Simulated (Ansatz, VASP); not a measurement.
## One calculation of Pd, two programs

```
CELL_PARAMETERS angstrom
0.00000 1.97135 1.97135
1.97135 0.00000 1.97135
1.97135 1.97135 0.00000
ATOMIC_POSITIONS crystal
Pd 0.00000 0.00000 0.00000
```

Alike in both runs: functional PBE; k mesh 56 × 56 × 56; occupations gaussian, width 0.1 eV; no spin polarisation.

Ansatz relaxed the structure, and its values are those at the end. VASP's run is a single point on that final structure, the one shown.

|  | VASP | Ansatz |
| --- | --- | --- |
| version | VASP 6.6.1 | Ansatz 0.2.0 |
| potentials or method | VASP PAW PBE potentials, release 64 (Pd) | scalar-relativistic, plane waves, PAW |
| plane-wave cutoff (eV) | 500 | 420 |
| valence electrons in the cell | 10 | 18 |

```tsv
	VASP	Ansatz	Ansatz less VASP
gap on the k mesh at the Fermi level (eV)	none	none	-
pressure (GPa)	-0.2	0.0	+0.23
```

A gap of «none» marks a metal or a gap that the smearing closes. With one functional, cell and mesh, what is left measures potentials, basis and numerics. VASP's potentials hold 10 valence electrons a cell and Ansatz's 18, so a difference there can come from the potentials and not from the codes.
